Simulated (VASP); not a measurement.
# CdI2 (P-3m1) in VASP: a series of runs

CdI2 is run at these levels: PBE+D3(BJ); tasks: single point.

All numbers are computed with VASP 6.6.1; they aren't measurements. Logs are shortened: lines on timing, memory, paths and dates and some standing lists are left out, and cuts for length are marked.

## (1) The cell of the first run

It takes space group P-3m1 (No. 164, trigonal). Conventional cell: a = 4.211 Å, b = 4.211 Å, c = 6.723 Å, α = 90.00°, β = 90.00°, γ = 120.00°. Cd (site symmetry -3m) has 6 I at 2.99 Å within 3.9 Å. I (site symmetry 3m) has 3 Cd at 2.99 Å within 3.9 Å.

## (2) Single point, PBE+D3(BJ) (34.41 Å³/atom)

The input, INCAR:

```
SYSTEM = CdI2
PREC = Accurate
ENCUT = 500
EDIFF = 1E-6
ISMEAR = 0
SIGMA = 0.02
LREAL = .FALSE.
LASPH = .TRUE.
NELM = 120
ALGO = Normal
ISIF = 2
LWAVE = .FALSE.
LCHARG = .FALSE.
GGA = PE
IVDW = 12
NBANDS = 20
GGA_COMPAT = .FALSE.
```

The input, KPOINTS:

```
Automatic mesh
0
G
  6 6 4
  0 0 0
```

The input, POSCAR:

```
CdI2
1.0
    4.2108357411      0.0000000000      0.0000000000
   -2.1054178706      3.6466907230      0.0000000000
    0.0000000000      0.0000000000      6.7229167850
Cd I
1 2
Direct
    0.0000000000      0.0000000000      0.0000000000
    0.3333333333      0.6666666667      0.2580560726
    0.6666666667      0.3333333333      0.7419439274
```

Potentials or basis: VASP PAW PBE potentials, release 64 (Cd, I).

The run is started by

```sh
cat potpaw_PBE.64/Cd/POTCAR potpaw_PBE.64/I/POTCAR > POTCAR
mpirun -np 1 vasp_std > vasp.out
```

OUTCAR:

```text
SYSTEM = CdI2
   PREC = Accurate
   ENCUT = 500
   EDIFF = 1E-6
   ISMEAR = 0
   LREAL = .FALSE.
   LASPH = .TRUE.
   NELM = 120
   ISIF = 2
   GGA = PE
   IVDW = 12
 IVDW          = 12

 ion  position               nearest neighbor table
   1  0.000  0.000  0.000-   2 2.99   3 2.99   3 2.99   2 2.99   3 2.99   2 2.99
   2  0.333  0.667  0.258-   1 2.99   1 2.99   1 2.99
   3  0.667  0.333  0.742-   1 2.99   1 2.99   1 2.99

  LATTYP: Found a hexagonal cell.
 ALAT       =     4.2108357411
 C/A-ratio  =     1.5965754065

  Lattice vectors:

 A1 = (   4.2108357411,   0.0000000000,   0.0000000000)
 A2 = (  -2.1054178706,   3.6466907230,   0.0000000000)
 A3 = (   0.0000000000,   0.0000000000,   6.7229167850)

Analysis of symmetry for initial positions (statically):
=====================================================================
 Subroutine PRICEL returns:
 Original cell was already a primitive cell.

 Routine SETGRP: Setting up the symmetry group for a
 hexagonal supercell.

 Subroutine GETGRP returns: Found 12 space group operations
 (whereof 12 operations were pure point group operations)
 out of a pool of 24 trial point group operations.

The static configuration has the point symmetry D_3d.

Analysis of symmetry for dynamics (positions and initial velocities):
=====================================================================
 Subroutine PRICEL returns:
 Original cell was already a primitive cell.

 Routine SETGRP: Setting up the symmetry group for a
 hexagonal supercell.

 Subroutine GETGRP returns: Found 12 space group operations
 (whereof 12 operations were pure point group operations)
 out of a pool of 24 trial point group operations.

The dynamic configuration has the point symmetry D_3d.

 Subroutine INISYM returns: Found 12 space group operations
 (whereof 12 operations are pure point group operations),
 and found     1 'primitive' translations

----------------------------------------------------------------------------------------

                                     Primitive cell

  volume of cell :     103.2345

  direct lattice vectors                    reciprocal lattice vectors
     4.210835741  0.000000000  0.000000000     0.237482548  0.137110613  0.000000000
[... 81 lines left out ...]
   ISPIN  =      1    spin polarized calculation?
   LNONCOLLINEAR =      F non collinear calculations
   LSORBIT =      F    spin-orbit coupling
   LASPH  =      T    aspherical Exc in radial PAW
   ENCUT  =  500.0 eV  36.75 Ry    6.06 a.u.   7.68  7.68 12.26*2*pi/ulx,y,z
   NELM   =    120;   NELMIN=  2; NELMDL= -5     # of ELM steps
   EDIFF  = 0.1E-05   stopping-criterion for ELM
   LREAL  =      F    real-space projection
   EDIFFG = 0.1E-04   stopping-criterion for IOM
   NSW    =      0    number of steps for IOM
   IBRION =     -1    ionic relax: 0-MD 1-quasi-New 2-CG
   NFREE  =      0    steps in history (QN), initial steepest desc. (CG)
   ISIF   =      2    stress and relaxation
   ISYM   =      2    0-nonsym 1-usesym 2-fastsym
   POTIM  = 0.5000    time-step for ionic-motion
   TEBEG  =    0.0;   TEEND  =   0.0 temperature during run
   PSTRESS=    0.0 pullay stress
   NELECT =      26.0000    total number of electrons
   NUPDOWN=      -1.0000    fix difference up-down
   EMIN   =  10.00;   EMAX   =-10.00  energy-range for DOS
   EFERMI =   0.00;   METHOD = LEGACY
   ISMEAR =     0;   SIGMA  =   0.02  broadening in eV -4-tet -1-fermi 0-gaus
   EFERMI_NEDOS =   21; number of points for ismear=-14 and -15
   IALGO  =     38    algorithm
   IMIX   =      4    mixing-type and parameters
     AMIX     =   0.40;   BMIX     =  1.00
     AMIX_MAG =   1.60;   BMIX_MAG =  1.00
  volume/ion in A,a.u.               =      34.41       232.22
  Fermi-wavevector in a.u.,A,eV,Ry     =   1.033850  1.953694 14.542536  1.068846
  Thomas-Fermi vector in A             =   2.168117
   LORBIT       =      0    0 simple, 1 ext, 2 COOP (PROOUT), +10 PAW based schemes
   GGA     = PE    functional components
   LHFCALC =     F    Hartree Fock is set to
   AEXX    =    0.0000 exact exchange contribution
   IVDW    =    12    specifies the selected vdW correction
   LEPSILON=     F    determine dielectric tensor
   LRPA    =     F    only Hartree local field effects (RPA)
 non-spin polarized calculation
 Gauss-broadening in eV      SIGMA  =   0.02
  energy-cutoff  :      500.00
  volume of cell :      103.23
 maximum number of plane-waves:      2647
 NGX is ok and might be reduce to    32
   NGX = 15   NGY = 15   NGZ = 25

 number of electron      25.9999989 magnetization

 Free energy of the ion-electron system (eV)
  ---------------------------------------------------
  ext. energy  EPLUGINS =         0.00000000
  ---------------------------------------------------
  free energy    TOTEN  =        -5.44411909 eV

  energy without entropy =       -5.44411909  energy(sigma->0) =       -5.44411909

 E-fermi :   2.4976     XC(G=0):  -8.7661

 val. band max:        2.3886673848   @ k =   0.0000   0.0000   0.5000
 cond. band min:       4.7019100786   @ k =   0.5000   0.0000   0.5000
 fundamental gap:      2.3132426938
 Fermi energy:         2.4976380004

 k-point     1 :       0.0000    0.0000    0.0000
  band No.  band energies     occupation
      1      -9.8605      2.00000
      2      -9.0846      2.00000
      3      -5.2603      2.00000
      4      -5.2603      2.00000
      5      -5.1503      2.00000
      6      -5.0617      2.00000
[... 541 lines left out ...]
     19      11.4594      0.00000
     20      11.4594      0.00000

------------------------ aborting loop because EDIFF is reached ----------------------------------------

 Edisp (eV)   -1.03541

 E8    (eV) :    -0.4641

  FORCE on cell =-STRESS in cart. coord.  units (eV):
  Direction    XX          YY          ZZ          XY          YZ          ZX
  --------------------------------------------------------------------------------------
  -------------------------------------------------------------------------------------
  Total       0.47042     0.47042     0.39381    -0.00000    -0.00000     0.00000
  in kB       7.30086     7.30086     6.11182    -0.00000    -0.00000     0.00000
  external pressure =        6.90 kB  Pullay stress =        0.00 kB

 VOLUME and BASIS-vectors are now :
 -----------------------------------------------------------------------------
  energy-cutoff  :      500.00
  volume of cell :      103.23
      direct lattice vectors                 reciprocal lattice vectors
     4.210835741  0.000000000  0.000000000     0.237482548  0.137110613  0.000000000
    -2.105417871  3.646690723  0.000000000     0.000000000  0.274221226  0.000000000
     0.000000000  0.000000000  6.722916785     0.000000000  0.000000000  0.148744962

 POSITION                                       TOTAL-FORCE (eV/Angst)
 -----------------------------------------------------------------------------------
      0.00000      0.00000      0.00000        -0.000000      0.000000      0.000000
     -0.00000      2.43113      1.73489         0.000000     -0.000000      0.015832
      2.10542      1.21556      4.98803        -0.000000      0.000000     -0.015832
 -----------------------------------------------------------------------------------
    total drift:                               -0.000000     -0.000000      0.000000

  FREE ENERGIE OF THE ION-ELECTRON SYSTEM (eV)
  ---------------------------------------------------
  free  energy   TOTEN  =        -6.4795321208 eV

  energy  without entropy=       -6.4795321208  energy(sigma->0) =       -6.47953212
```

OSZICAR:

```text
N       E                     dE             d eps       ncg     rms          rms(c)
DAV:   1     0.156546253426E+03    0.15655E+03   -0.11469E+04   968   0.109E+03
DAV:   2     0.353658986949E+01   -0.15301E+03   -0.14768E+03  1116   0.250E+02
DAV:   3    -0.562154318590E+01   -0.91581E+01   -0.91261E+01  1132   0.598E+01
DAV:   4    -0.576817528446E+01   -0.14663E+00   -0.14661E+00  1272   0.727E+00
DAV:   5    -0.576943834692E+01   -0.12631E-02   -0.12630E-02  1172   0.694E-01    0.651E+00
DAV:   6    -0.546762001361E+01    0.30182E+00   -0.55936E-01  1036   0.757E+00    0.539E+00
DAV:   7    -0.544432181317E+01    0.23298E-01   -0.19412E-01  1116   0.268E+00    0.214E+00
DAV:   8    -0.544417228565E+01    0.14953E-03   -0.24813E-02  1060   0.169E+00    0.415E-01
DAV:   9    -0.544408648238E+01    0.85803E-04   -0.25099E-03  1124   0.526E-01    0.135E-01
DAV:  10    -0.544411008260E+01   -0.23600E-04   -0.29456E-04  1092   0.170E-01    0.384E-02
DAV:  11    -0.544411826062E+01   -0.81780E-05   -0.29809E-05  1108   0.454E-02    0.197E-02
DAV:  12    -0.544411909075E+01   -0.83012E-06   -0.31503E-06  1036   0.175E-02
   1 F= -.64795321E+01 E0= -.64795321E+01  d E =-.212498E-16
```

stdout:

```text
POSCAR found type information on POSCAR CdI
 POSCAR found :  2 types and       3 ions
 scaLAPACK will be used
 LDA part: xc-table for (Slater+PW92), standard interpolation
 POSCAR, INCAR and KPOINTS ok, starting setup
 FFT: planning ... GRIDC
 FFT: planning ... GRID_SOFT
 FFT: planning ... GRID
 WAVECAR not read
 entering main loop
```

It took 28 s on 1 thread of Intel Xeon Platinum 8488C (Sapphire Rapids), shared host; peak memory 0.23 GiB.

Results:

- Free energy: -6.4795 eV
- Pressure: 0.7 GPa
- Largest force: 0.016 eV/Å
- Band gap on the k mesh: 2.31 eV (least direct gap 2.56 eV)
- Dispersion energy per atom: -0.345 eV

Forces on the atoms (eV/Å):
```
Cd   0.000  0.000  0.000
I    0.000  0.000  0.016
I    0.000  0.000 -0.016
```

Caveat: spin-orbit coupling is left out, which moves the levels of the heavy elements. A k mesh can miss the band edges.

## (3) Single point, PBE+D3(BJ)

This run uses another cell than the first one, of 35.48 Å³/atom.

The input, INCAR:

```
  ALGO = Normal
  EDIFF = 1E-6
  ENCUT = 500
  GGA = PE
  GGA_COMPAT = False
  ISIF = 2
  ISMEAR = 0
  IVDW = 12
  LASPH = True
  LCHARG = True
  LELF = True
  LREAL = False
  LVHAR = True
  LWAVE = False
  NBANDS = 20
  NELM = 120
  PREC = Accurate
  SIGMA = 0.02
```

The input, KPOINTS:

```
k-points
0
Gamma
  6 6 4
```

The input, POSCAR:

```
CdI2
1.0
    4.2399145029      0.0000000000      0.0000000000
   -2.1199572515      3.6718736694      0.0000000000
    0.0000000000      0.0000000000      6.8360999523
Cd I
1 2
Direct
    0.0000000000      0.0000000000      0.0000000000
    0.3333333333      0.6666666667      0.2532255763
    0.6666666667      0.3333333333      0.7467744237
```

Potentials or basis: VASP PAW PBE potentials, release 64 (Cd, I).

The run is started by

```sh
cat potpaw_PBE.64/Cd/POTCAR potpaw_PBE.64/I/POTCAR > POTCAR
mpirun -np 1 vasp_std > vasp.out
```

Wall time 28 s (1 thread of Intel Xeon Platinum 8488C (Sapphire Rapids), shared host); peak memory 0.24 GiB.

It converged, with:

```yaml
Free_energy: -6.4860 eV
Pressure: 0.1 GPa
Largest_force: 0.023 eV/Å
Band_gap_on_the_k_mesh: 2.33 eV (least direct gap 2.57 eV)
Dispersion_energy_per_atom: -0.334 eV
```

Forces on the atoms (eV/Å):
```
Cd   0.000  0.000  0.000
I    0.000  0.000  0.023
I    0.000  0.000 -0.023
```

Levels at points of the mesh, in eV from the valence-band top:
| k point | band 9 | band 10 | band 11 | band 12 | band 13 | band 14 | band 15 | band 16 | band 17 | band 18 |
| --- | --- | --- | --- | --- | --- | --- | --- | --- | --- | --- |
| (0.00, 0.00, 0.00) | -0.29 | -0.29 | -0.17 | -0.17 | -0.13 | 2.44 | 4.48 | 6.36 | 6.36 | 8.43 |
| (0.50, 0.00, 0.00) | -2.73 | -2.04 | -1.51 | -0.76 | -0.13 | 2.65 | 4.98 | 5.87 | 6.45 | 7.53 |
| (0.00, 0.00, 0.50) | -1.67 | -0.43 | -0.43 | 0.00 | 0.00 | 3.62 | 4.52 | 6.14 | 6.14 | 7.66 |
| (0.50, 0.00, 0.50) | -3.21 | -1.28 | -1.21 | -0.52 | -0.48 | 2.33 | 4.89 | 5.78 | 6.61 | 7.26 |

Caveat: spin-orbit coupling is left out, which moves the levels of the heavy elements.

## (4) Single point, PBE+D3(BJ)

This run uses another cell than the first one, of 35.48 Å³/atom.

The input, INCAR:

```
SYSTEM = CdI2
ALGO = Normal
EDIFF = 1E-6
ENCUT = 500
GGA = PE
GGA_COMPAT = .FALSE.
ISIF = 2
ISMEAR = 0
IVDW = 12
LASPH = .TRUE.
LCHARG = .TRUE.
LELF = .TRUE.
LREAL = .FALSE.
LVHAR = .TRUE.
LWAVE = .FALSE.
NBANDS = 20
NELM = 120
PREC = Accurate
SIGMA = 0.02
```

The input, KPOINTS:

```
k-points
0
G
  6 6 4
  0 0 0
```

POSCAR is that of step 3.

The run is started by

```sh
cat potpaw_PBE.64/Cd/POTCAR potpaw_PBE.64/I/POTCAR > POTCAR
mpirun -np 1 vasp_std > vasp.out
```

Wall time 28 s (1 thread of Intel Xeon Platinum 8488C (Sapphire Rapids), shared host); peak memory 0.24 GiB.

The run converged. Its results:

```yaml
Free_energy: -6.4860 eV
Pressure: 0.1 GPa
Largest_force: 0.023 eV/Å
Band_gap_on_the_k_mesh: 2.33 eV (least direct gap 2.57 eV)
Dispersion_energy_per_atom: -0.334 eV
```

Forces on the atoms (eV/Å):
```
Cd   0.000  0.000  0.000
I    0.000  0.000  0.023
I    0.000  0.000 -0.023
```

Levels at points of the mesh, in eV from the valence-band top:
| k point | band 11 | band 12 | band 13 | band 14 | band 15 | band 16 |
| --- | --- | --- | --- | --- | --- | --- |
| (0.00, 0.00, 0.00) | -0.17 | -0.17 | -0.13 | 2.44 | 4.48 | 6.36 |
| (0.50, 0.00, 0.00) | -1.51 | -0.76 | -0.13 | 2.65 | 4.98 | 5.87 |
| (0.00, 0.00, 0.50) | -0.43 | 0.00 | 0.00 | 3.62 | 4.52 | 6.14 |
| (0.50, 0.00, 0.50) | -1.21 | -0.52 | -0.48 | 2.33 | 4.89 | 5.78 |

Caveat: spin-orbit coupling is left out, which moves the levels of the heavy elements.
